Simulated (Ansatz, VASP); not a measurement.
## InAs: VASP beside Ansatz

```xyz
2
Lattice="0.0000 3.0916 3.0916 3.0916 0.0000 3.0916 3.0916 3.0916 0.0000" Properties=species:S:1:pos:R:3 pbc="T T T"
In    0.0000    0.0000    0.0000
As    1.5458    1.5458    1.5458
```

Alike in both runs: functional PBE; k mesh 12 × 12 × 12; occupations gaussian, width 0.1 eV; no spin polarisation.

Ansatz relaxed the structure, and its values are those at the end. VASP's run is a single point on that final structure, the one shown.

```csv
,VASP,Ansatz
version,VASP 6.6.1,Ansatz 0.2.0
potentials or method,"VASP PAW PBE potentials, release 64 (In_d, As), cutoff 500 eV","scalar-relativistic, plane waves, PAW"
valence electrons in the cell,18,28
```

|  | VASP | Ansatz | Ansatz less VASP |
| --- | --- | --- | --- |
| gap on the k mesh at the Fermi level (eV) | none | none | - |
| pressure (GPa) | 0.1 | 0.1 | -0.05 |

A gap of «none» marks a metal or a gap that the smearing closes. The functional is the same, so the differences come from potentials, cutoffs and numerics. VASP's potentials hold 18 valence electrons a cell and Ansatz's 28, so a difference there can come from the potentials and not from the codes.
